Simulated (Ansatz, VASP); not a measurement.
Os in VASP and in Ansatz

```
Os
1.0
     0.00000    1.90877    1.90877
     1.90877    0.00000    1.90877
     1.90877    1.90877    0.00000
Os
1
Direct
  0.00000 0.00000 0.00000
```

Change from the starting cell: volume scaled by 0.97.

Alike in both runs: task single point; functional PBE; k mesh 17 × 17 × 17; occupations fermi-dirac, width 0.05 eV; no spin polarisation.

|  | VASP | Ansatz |
| --- | --- | --- |
| version | VASP 6.6.1 | Ansatz 0.2.0 |
| potentials or method | VASP PAW PBE potentials, release 64 (Os), cutoff 520 eV | all-electron LAPW, scalar-relativistic |

VASP gave:

| Item | Value |
| --- | --- |
| pressure (GPa) | 12.9 |

Question: What did Ansatz give for the same quantities?

Answer: Pressure (GPa): 12.8.

Ansatz ran all-electron here, and VASP with PAW potentials.

Spin-orbit coupling is off throughout.
